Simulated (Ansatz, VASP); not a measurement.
Bi: VASP beside Ansatz

INCAR

```
PREC     = Accurate       # precision mode
ENCUT    = 600            # plane-wave cutoff, eV
EDIFF    = 1E-7           # SCF threshold, eV
ISMEAR   = 0              # smearing method
SIGMA    = 0.1            # smearing width, eV
LREAL    = False          # projectors in reciprocal space
LASPH    = True           # aspherical terms in the spheres
NELM     = 60             # most SCF steps
ALGO     = Fast           # electronic algorithm
ISIF     = 3              # what is computed and relaxed
LWAVE    = False          # write WAVECAR
LCHARG   = False          # write CHGCAR
GGA      = PS             # functional
IBRION   = 2              # ionic algorithm
NSW      = 100            # ionic steps
EDIFFG   = -0.005         # ionic threshold
```

The input KPOINTS:

```
regular mesh
0
Gamma
  16 16 16
```

Contents of POSCAR:

```
Bi
1.0
   -1.9814305318      1.9814305318      1.9814305318
    1.9814305318     -1.9814305318      1.9814305318
    1.9814305318      1.9814305318     -1.9814305318
Bi
1
Direct
    0.0000000000      0.0000000000      0.0000000000
```

Input for Ansatz:

```yaml
crystal:
  lattice:
    - [-1.9814305318, 1.9814305318, 1.9814305318]
    - [1.9814305318, -1.9814305318, 1.9814305318]
    - [1.9814305318, 1.9814305318, -1.9814305318]
  atoms:
    - { symbol: Bi, position: [0.0, 0.0, 0.0] }
basis:
  ecutwfc: 420
kpoints:
  mp_grid: { grid: [16, 16, 16] }
hamiltonian:
  xc: pbesol
scf:
  occupations: { method: gaussian, width: 0.1 }
output:
  forces: true
  stress: true
  eigenvalues: true
relax:
  adjacent_minimum: "off"
  f_tol: 0.005
  max_steps: 80
  cell: { stress_tol: 0.05 }
```

Alike in both runs: task relaxation of cell and atoms; functional PBEsol; k mesh 16 × 16 × 16; occupations gaussian, width 0.1 eV; no spin polarisation.

|  | VASP | Ansatz |
| --- | --- | --- |
| version | VASP 6.6.1 | Ansatz 0.2.0 |
| potentials or method | VASP PAW PBE potentials, release 64 (Bi_d), cutoff 600 eV | scalar-relativistic, plane waves, PAW |
| valence electrons in the cell | 15 | 15 |

|  | VASP | Ansatz | Ansatz less VASP |
| --- | --- | --- | --- |
| gap on the k mesh at the Fermi level, each at its own relaxed structure (eV) | none | none | - |
| relaxed volume (Å³/atom) | 29.96 | 29.97 | +0.014 |
| relaxed cell length with the largest relative difference (Å) | 3.389 | 3.389 | +0.0005 |

VASP's potentials were made for PBE, not for PBEsol. A gap of «none» marks a metal or a gap that the smearing closes.

Neither program's run includes spin-orbit coupling.
